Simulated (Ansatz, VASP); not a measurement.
# Two plane-wave programs on WS2

INCAR

```
PREC = Accurate ; ENCUT = 600
EDIFF = 1E-6 ; ISMEAR = -1
SIGMA = 0.05 ; LREAL = F
LASPH = T ; NELM = 150
ALGO = Normal ; ISIF = 3
LWAVE = F ; LCHARG = F
LMAXMIX = 4 ; LDAU = T
LDAUTYPE = 2 ; LDAUL = 2 -1
LDAUU = 5.3 0 ; LDAUJ = 0 0
LDAUPRINT = 1 ; GGA = PE
IBRION = 2 ; NSW = 60
EDIFFG = -0.01
```

Contents of KPOINTS:

```
Automatic mesh
0
Gamma
  10 10 3
```

The input POSCAR:

```
WS2
1.0
    3.1800000000      0.0000000000      0.0000000000
   -1.5900000000      2.7539607840      0.0000000000
    0.0000000000      0.0000000000     12.5000000000
W S
2 4
Direct
    0.6666666667      0.3333333333      0.7500000000
    0.3333333333      0.6666666667      0.2500000000
    0.6666666667      0.3333333333      0.3750000000
    0.3333333333      0.6666666667      0.8750000000
    0.6666666667      0.3333333333      0.1250000000
    0.3333333333      0.6666666667      0.6250000000
```

input.yaml

```yaml
crystal:
  lattice:
    - [3.18, 0.0, 0.0]
    - [-1.59, 2.753960784, 0.0]
    - [0.0, 0.0, 12.5]
  atoms:
    - { symbol: W, position: [0.6666666667, 0.3333333333, 0.75] }
    - { symbol: W, position: [0.3333333333, 0.6666666667, 0.25] }
    - { symbol: S, position: [0.6666666667, 0.3333333333, 0.375] }
    - { symbol: S, position: [0.3333333333, 0.6666666667, 0.875] }
    - { symbol: S, position: [0.6666666667, 0.3333333333, 0.125] }
    - { symbol: S, position: [0.3333333333, 0.6666666667, 0.625] }
hamiltonian:
  xc: pbe
  pseudopotentials: { kind: paw }
  hubbard: { sites: [{ species: W, l: d, u_eff: 5.3 }] }
kpoints:
  mp_grid: { grid: [10, 10, 3] }
scf:
  occupations: { method: fermi_dirac, width: 0.05 }
output:
  forces: true
  stress: true
relax:
  f_tol: 0.01
  max_steps: 40
  cell: { stress_tol: 0.05 }
```

Alike in both runs: task relaxation of cell and atoms; functional PBE; k mesh 10 × 10 × 3; occupations fermi-dirac, width 0.05 eV; no spin polarisation; Hubbard terms W d U = 5.3 eV.

|  | VASP | Ansatz |
| --- | --- | --- |
| version | VASP 6.6.1 | Ansatz 0.2.0 |
| potentials or method | VASP PAW PBE potentials, release 64 (W_sv, S) | Ansatz PAW |
| plane-wave cutoff (eV) | 600 | 420 |
| valence electrons in the cell | 52 | 52 |

Ansatz gave:

```
relaxed volume (Å³/atom)                                     : 21.81
relaxed cell length with the largest relative difference (Å) : 14.803
```

Problem. What did VASP give for the same quantities?

Solution. Relaxed volume (Å³/atom): 21.35; relaxed cell length with the largest relative difference (Å): 14.287.

The programs project onto different local orbitals, so the same U acts differently, and such runs can settle in different states.

Spin-orbit coupling is off throughout. Noted on VASP's run: the volume moved by over 15 % at a fixed basis, so the end points are rough. Noted on Ansatz's run: the volume moved by over 15 % at a fixed basis, so the end points are rough; odd divisions of the mesh miss points on the zone boundary, where band edges often lie, so the gap on the mesh can be too wide; the plane-wave basis is chosen anew once the cell has moved, so the energies of steps on either side of that aren't comparable.
